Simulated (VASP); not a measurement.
InRu2, 3 atoms in the cell. Symmetry: P-4m2, No. 115, tetragonal system. Conventional cell: a = 2.869 Å, b = 2.869 Å, c = 6.363 Å, α = 90.00°, β = 90.00°, γ = 90.00°. In (site symmetry -4m2) has 4 Ru at 2.80 Å and 4 In at 2.87 Å within 3.7 Å. Within 3.4 Å of Ru (site symmetry 2mm) lie 8 Ru at 2.55 to 2.87 Å and 2 In at 2.80 Å. 

| Property | Result |
| --- | --- |
| Program | VASP 6.6.1 |
| Task | single point |
| Functional | PBE |
| Potentials or basis | VASP PAW PBE potentials, release 64 (In_d, Ru_pv) |
| Cutoff | 520 eV |
| k mesh | 6 × 6 × 4 |
| Occupations | gaussian, width 0.1 eV |
| Spin | no spin polarisation |
| Dipole correction | no |
| Further INCAR settings | ALGO = Normal; EDIFF = 1e-07; NBANDS = 28 |

Potentials or basis: VASP PAW PBE potentials, release 64 (In_d, Ru_pv).

Launch:

```sh
$ cat potpaw_PBE.64/In_d/POTCAR potpaw_PBE.64/Ru_pv/POTCAR > POTCAR
$ mpirun -np 1 vasp_std > vasp.out
```

Hardware: 1 thread of AMD EPYC 9R45 96-Core Processor (Zen 5), with other jobs on the host.

Task: How long does it take, and how much memory?

Result: Run time: 20 s on 1 thread of AMD EPYC 9R45 96-Core Processor (Zen 5), on a shared host, peak memory 0.16 GiB. Counts: scf iterations 14, k points 30.
